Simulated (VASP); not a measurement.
Set up this calculation in VASP 6.6.1, as the native input.

```yaml
Task: single point
Functional: PBEsol
Potentials_or_basis: VASP PAW PBE potentials, release 64 (In_d, Sb)
Cutoff: 500 eV
k_mesh: 14 × 14 × 14
Occupations: gaussian, width 0.01 eV
Spin: no spin polarisation
Dipole_correction: no
Further_INCAR_settings: ALGO = Normal; EDIFF = 1e-06; NBANDS = 16
```

The structure of InSb (k07) lies in POSCAR:

```
InSb
1.0
    0.0000000000      3.2598779557      3.2598779557
    3.2598779557      0.0000000000      3.2598779557
    3.2598779557      3.2598779557      0.0000000000
In Sb
1 1
Direct
    0.0000000000      0.0000000000      0.0000000000
    0.2500000000      0.2500000000      0.2500000000
```

These files were run (other wordings do the same):

INCAR

```
PREC = Accurate
ENCUT = 500
EDIFF = 1E-6
ISMEAR = 0
SIGMA = 0.01
LREAL = F
LASPH = T
NELM = 120
ALGO = Normal
ISIF = 2
LWAVE = F
LCHARG = F
GGA = PS
NBANDS = 16
GGA_COMPAT = F
```

KPOINTS

```
regular mesh
0
Gamma
  14 14 14
```

Potentials or basis: VASP PAW PBE potentials, release 64 (In_d, Sb).

Command:

```console
$ cat potpaw_PBE.64/In_d/POTCAR potpaw_PBE.64/Sb/POTCAR > POTCAR
$ mpirun -np 1 vasp_std > vasp.out
```

It gave:

The pressure is 0.0 GPa. The band gap on the k mesh is zero (filled and empty bands touch).

Caveat: the PAW data sets were made with another functional, which shifts forces and pressure a little; spin-orbit coupling is left out, which moves the levels of the heavy elements.

Wall time 80 s on 1 thread of Intel Xeon 6975P-C (shared host), peak memory 0.28 GiB.
